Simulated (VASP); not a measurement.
# Li (R-3m) in VASP: single point with r2SCAN

Aim: the single point of Li with r2SCAN.

All numbers are computed with VASP 6.6.1; they aren't measurements. Logs are shortened: lines on timing, memory, paths and dates and some standing lists are left out, and cuts for length are marked.

## (1) The cell of the first run

It takes space group R-3m (No. 166, trigonal). The conventional cell has a = 3.099 Å, b = 3.099 Å, c = 22.744 Å, α = 90.00°, β = 90.00°, γ = 120.00°. Within 4.1 Å of Li (site symmetry 3m) lie 12 Li at 3.10 Å. Li (site symmetry -3m) has 12 Li at 3.10 Å within 4.1 Å.

## (2) Single point, r2SCAN

Input file POSCAR:

```
Li
1.0
    1.5495343140      0.8946240533      7.5813071384
   -1.5495343140      0.8946240533      7.5813071384
    0.0000000000     -1.7892481067      7.5813071384
Li
3
Direct
    0.7777376488      0.7777376488      0.7777376488
    0.2222623512      0.2222623512      0.2222623512
    0.0000000000      0.0000000000      0.0000000000
```

Input file INCAR.step1:

```
  ALGO = Normal
  EDIFF = 1E-4
  ENCUT = 520
  GGA = PE
  ISMEAR = 0
  LASPH = T
  LCHARG = F
  LREAL = F
  LWAVE = T
  NBANDS = 12
  NELM = 60
  PREC = Accurate
  SIGMA = 0.1
```

Input file INCAR.step2:

```
  ALGO = Normal
  EDIFF = 1E-6
  ENCUT = 520
  ISIF = 2
  ISMEAR = 0
  ISTART = 1
  LASPH = T
  LCHARG = T
  LELF = T
  LMIXTAU = T
  LREAL = F
  LVHAR = T
  LWAVE = F
  METAGGA = R2SCAN
  NBANDS = 12
  NELM = 60
  PREC = Accurate
  SIGMA = 0.1
```

Input file KPOINTS:

```
k-points
0
Gamma
  15 15 15
```

Potentials or basis: VASP PAW PBE potentials, release 64 (Li_sv).

Launch:

```sh
> cat potpaw_PBE.64/Li_sv/POTCAR > POTCAR
> cp INCAR.step1 INCAR
> mpirun -np 1 vasp_std > vasp.out
> cp INCAR.step2 INCAR
> mpirun -np 1 vasp_std > vasp.out
```

OUTCAR:

```text
EDIFF = 1E-6
   ENCUT = 520
   ISIF = 2
   ISMEAR = 0
   ISTART = 1
   LASPH = T
   LREAL = F
   METAGGA = R2SCAN
   NELM = 60
   PREC = Accurate

 ion  position               nearest neighbor table
   1  0.778  0.778  0.778-
   2  0.222  0.222  0.222-
   3  0.000  0.000  0.000-

  LATTYP: Found a trigonal (rhomboedric) cell.
 ALAT       =     7.7895845020
 COS(alpha) =     0.9208585859

  Lattice vectors:

 A1 = (   1.5495343140,   0.8946240533,   7.5813071384)
 A2 = (  -1.5495343140,   0.8946240533,   7.5813071384)
 A3 = (   0.0000000000,  -1.7892481067,   7.5813071384)

Analysis of symmetry for initial positions (statically):
=====================================================================
 Subroutine PRICEL returns:
 Original cell was already a primitive cell.

 Routine SETGRP: Setting up the symmetry group for a
 trigonal (rhombohedral) supercell.

 Subroutine GETGRP returns: Found 12 space group operations
 (whereof 12 operations were pure point group operations)
 out of a pool of 12 trial point group operations.

The static configuration has the point symmetry D_3d.

Analysis of symmetry for dynamics (positions and initial velocities):
=====================================================================
 Subroutine PRICEL returns:
 Original cell was already a primitive cell.

 Routine SETGRP: Setting up the symmetry group for a
 trigonal (rhombohedral) supercell.

 Subroutine GETGRP returns: Found 12 space group operations
 (whereof 12 operations were pure point group operations)
 out of a pool of 12 trial point group operations.

The dynamic configuration has the point symmetry D_3d.

 Subroutine INISYM returns: Found 12 space group operations
 (whereof 12 operations are pure point group operations),
 and found     1 'primitive' translations

----------------------------------------------------------------------------------------

                                     Primitive cell

  volume of cell :      63.0576

  direct lattice vectors                    reciprocal lattice vectors
     1.549534314  0.894624053  7.581307138     0.322677591  0.186297994  0.043967792
    -1.549534314  0.894624053  7.581307138    -0.322677591  0.186297994  0.043967792
     0.000000000 -1.789248107  7.581307138     0.000000000 -0.372595988  0.043967792

  length of vectors
[... 93 lines left out ...]
   TEBEG  =    0.0;   TEEND  =   0.0 temperature during run
   PSTRESS=    0.0 pullay stress
   NELECT =       9.0000    total number of electrons
   NUPDOWN=      -1.0000    fix difference up-down
   EMIN   =  10.00;   EMAX   =-10.00  energy-range for DOS
   EFERMI =   0.00;   METHOD = LEGACY
   ISMEAR =     0;   SIGMA  =   0.10  broadening in eV -4-tet -1-fermi 0-gaus
   EFERMI_NEDOS =   21; number of points for ismear=-14 and -15
   IALGO  =     38    algorithm
   IMIX   =      4    mixing-type and parameters
     AMIX     =   0.40;   BMIX     =  1.00
     AMIX_MAG =   1.60;   BMIX_MAG =  1.00
  volume/ion in A,a.u.               =      21.02       141.84
  Fermi-wavevector in a.u.,A,eV,Ry     =   0.855546  1.616747  9.958903  0.731959
  Thomas-Fermi vector in A             =   1.972312
   LORBIT       =      0    0 simple, 1 ext, 2 COOP (PROOUT), +10 PAW based schemes
   METAGGA = R2SCAN    functional components
   LHFCALC =     F    Hartree Fock is set to
   AEXX    =    0.0000 exact exchange contribution
   IVDW    =     0    specifies the selected vdW correction
   LEPSILON=     F    determine dielectric tensor
   LRPA    =     F    only Hartree local field effects (RPA)
 non-spin polarized calculation
 Gauss-broadening in eV      SIGMA  =   0.10
  energy-cutoff  :      520.00
  volume of cell :       63.06
 maximum number of plane-waves:      1714
 NGX is ok and might be reduce to    60
   NGX = 29   NGY = 29   NGZ = 29

 number of electron       9.0000012 magnetization

 Free energy of the ion-electron system (eV)
  ---------------------------------------------------
  ext. energy  EPLUGINS =         0.00000000
  ---------------------------------------------------
  free energy    TOTEN  =        -7.15120476 eV

  energy without entropy =       -7.14288680  energy(sigma->0) =       -7.14704578

 E-fermi :   0.5449     XC(G=0):  -7.3529

 val. band max:        0.5441161760   @ k =  -0.4667   0.1333   0.1333
 cond. band min:       0.5465219647   @ k =  -0.0667   0.3333   0.0667
 fundamental gap:      0.0024057887
 Fermi energy:         0.5449038317

 k-point     1 :       0.0000    0.0000    0.0000
  band No.  band energies     occupation
      1     -47.6289      2.00000
      2     -47.6174      2.00000
      3     -47.6156      2.00000
      4      -3.2605      2.00000
      5      -1.1597      2.00000
      6      -1.1580      2.00000
      7       6.5740      0.00000
      8       6.5812      0.00000
      9      14.4025      0.00000
     10      14.4025      0.00000
     11      14.5717      0.00000
     12      14.5717      0.00000
[... 331 lines left out ...]
 k-point    24 :       0.2000    0.1333    0.0000
  band No.  band energies     occupation
      1     -47.6247      2.00000
      2     -47.6156      2.00000
      3     -47.6123      2.00000
      4      -2.7041      2.00000
      5      -1.0401      2.00000
      6      -0.1203      2.00000
      7       5.9167      0.00000
      8       7.8346      0.00000
      9      10.7464      0.00000
     10      11.1009      0.00000
     11      11.4989      0.00000
     12      12.8684      0.00000

 [... further k-points ...]

------------------------ aborting loop because EDIFF is reached ----------------------------------------

  FORCE on cell =-STRESS in cart. coord.  units (eV):
  Direction    XX          YY          ZZ          XY          YZ          ZX
  --------------------------------------------------------------------------------------
  -------------------------------------------------------------------------------------
  Total       -0.1049173     -0.1049173     -0.1239861      0.0000000      0.0000000      0.0000000
  in kB       -2.6657559     -2.6657559     -3.1502599      0.0000000      0.0000000      0.0000000
  external PRESSURE =      -2.8272572 kB  Pullay stress =       0.0000000 kB

 VOLUME and BASIS-vectors are now :
 -----------------------------------------------------------------------------
  energy-cutoff  :      520.00
  volume of cell :       63.06
      direct lattice vectors                 reciprocal lattice vectors
     1.549534314  0.894624053  7.581307138     0.322677591  0.186297994  0.043967792
    -1.549534314  0.894624053  7.581307138    -0.322677591  0.186297994  0.043967792
     0.000000000 -1.789248107  7.581307138     0.000000000 -0.372595988  0.043967792

 POSITION                                       TOTAL-FORCE (eV/Angst)
 -----------------------------------------------------------------------------------
      0.00000     -0.00000     17.68880         0.000000      0.000000     -0.006346
      0.00000     -0.00000      5.05512         0.000000     -0.000000      0.006346
      0.00000      0.00000      0.00000         0.000000      0.000000      0.000000
 -----------------------------------------------------------------------------------
    total drift:                                0.000000     -0.000000      0.000000

  FREE ENERGIE OF THE ION-ELECTRON SYSTEM (eV)
  ---------------------------------------------------
  free  energy   TOTEN  =        -7.1512047586 eV

  energy  without entropy=       -7.1428868002  energy(sigma->0) =       -7.14704578
```

Run time: 1.7 h. Hardware: 1 thread of Intel Xeon Platinum 8259CL at 2.50GHz (Skylake/Cascade Lake), shared host; peak memory 0.63 GiB.

What came out:

```yaml
Free_energy: -7.1512 eV
Largest_force: 0.006 eV/Å
Band_gap_on_the_k_mesh: zero (an odd number of electrons rules out a gap without spin polarisation)
```

Forces on the atoms (eV/Å):
```
Li   0.000  0.000 -0.006
Li   0.000  0.000  0.006
Li   0.000  0.000  0.000
```

Caveat: the cutoff is under 1.25 times the usual one of these potentials, so pressure, stress and relaxed cells hold a basis-set (Pulay) error; the PAW data sets were made with another functional, which shifts forces and pressure a little.
